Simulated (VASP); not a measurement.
A run of VASP 6.6.1 is set up as follows.

INCAR

```
PREC = Accurate ; ENCUT = 520
EDIFF = 1E-6 ; ISMEAR = -1
SIGMA = 0.02 ; LREAL = Auto
LASPH = T ; NELM = 80
ALGO = Normal ; ISIF = 2
LWAVE = F ; LCHARG = T
GGA = PE ; LELF = T
LVHAR = T ; NBANDS = 163
```

The input KPOINTS:

```
Automatic mesh
0
Gamma
  1 1 1
```

File POSCAR:

```
Si62C
1.0
   10.8600000000      0.0000000000      0.0000000000
    0.0000000000     10.8600000000      0.0000000000
    0.0000000000      0.0000000000     10.8600000000
Si C
62 1
Direct
    0.5020760589     -0.0033759669     -0.0049372928
    0.6251149171      0.1227348066      0.1216869245
    0.7522172192      0.2593487109      0.0078764273
    0.8745180479      0.3926931860      0.1402232044
    0.7535714549      0.0016308471      0.2499053407
    0.8772096685      0.1292324125      0.3730115101
   -0.0001173112      0.0008130755      0.0007135359
    0.1241260589      0.1272478821      0.1264237569
    0.2513995396      0.2512818600      0.0010553407
    0.3733739411      0.3779948435      0.1274275322
    0.5027537753      0.5093716390      0.0092102210
    0.6337197974      0.6304223757      0.1413381215
    0.7501435543      0.7513793738     -0.0000165746
    0.8763933702      0.8722543278      0.1265957643
    0.2480501842     -0.0006603131      0.2505400552
    0.3683612339      0.1315084715      0.3736673112
    0.5002555249      0.2482267956      0.2446302947
    0.6259895948      0.3707655617      0.3715657459
    0.7655265193      0.5242860037      0.2902307551
    0.4976466851      0.0073616943      0.5003552486
    0.6204057090      0.1302726519      0.6293378453
    0.7504218232      0.2497588398      0.5009162983
    0.8777448435      0.3631500000      0.6338162063
    0.7503963168      0.0019348066      0.7462082873
    0.8743037753      0.1270345304      0.8788499079
    0.0012387661      0.5032357274     -0.0006878453
    0.1292358195      0.6304465930      0.1189630755
    0.2575880295      0.7531750460     -0.0084698895
    0.3787838858      0.8769287293      0.1283735727
    0.0016854512      0.2575766114      0.2500417127
    0.1089167587      0.3935081952      0.3787858195
    0.2481583794      0.5055267956      0.2511848066
    0.3767481584      0.6264190608      0.3775303867
    0.5100551565      0.7570854512      0.2641106814
    0.6383638122      0.8848930939      0.3912886740
   -0.0042740331     -0.0049334254      0.4945305709
    0.1263872928      0.1172013812      0.6215671271
    0.2402972376      0.2595126151      0.4986813996
    0.3704599448      0.3781398711      0.6275452118
    0.5016745856      0.4928567219      0.4955605893
    0.6756843462      0.5936131676      0.5789506446
    0.8518507366      0.8729425414      0.6033604052
    0.2543691529     -0.0049440147      0.7468091160
    0.3730467772      0.1237068140      0.8757702578
    0.4966779006      0.2550008287      0.7547115101
    0.6205480663      0.3790527624      0.8832678637
    0.7538279006      0.4903081952      0.7530705341
    0.8730956722      0.6255182320      0.8740511050
   -0.0041546041      0.7396834254      0.2462049724
    0.1187162063      0.8671209024      0.3699050645
   -0.0367418969      0.5141541436      0.5015697974
    0.1136814917      0.6278233886      0.6230054328
    0.2475432781      0.7495926335      0.4990139963
    0.3811590239      0.8685502762      0.6235818600
    0.0084159300      0.2410621547      0.7524196133
    0.1256201657      0.3744411602      0.8760558011
    0.2476595764      0.5067945672      0.7502806630
    0.3886593923      0.6325295580      0.8647802026
    0.5275086556      0.7390420810      0.7224885820
    0.6243381215      0.8700116943      0.8672009208
   -0.0147188766      0.7555638122      0.7392976980
    0.1202692449      0.8766643646      0.8701627993
    0.8025604052      0.5663686004      0.4570498158
```

Potentials or basis: VASP PAW PBE potentials, release 64 (Si, C).

Run with:

```console
$ cat potpaw_PBE.64/Si/POTCAR potpaw_PBE.64/C/POTCAR > POTCAR
$ mpirun -np 1 vasp_gam > vasp.out
```

(1) What does it give for the pressure?

(2) What does it give for the largest force?

Answers

(1) 0.1 GPa.

(2) 0.317 eV/Å.

Caveat: the k points lie up to 0.58 Å⁻¹ apart.
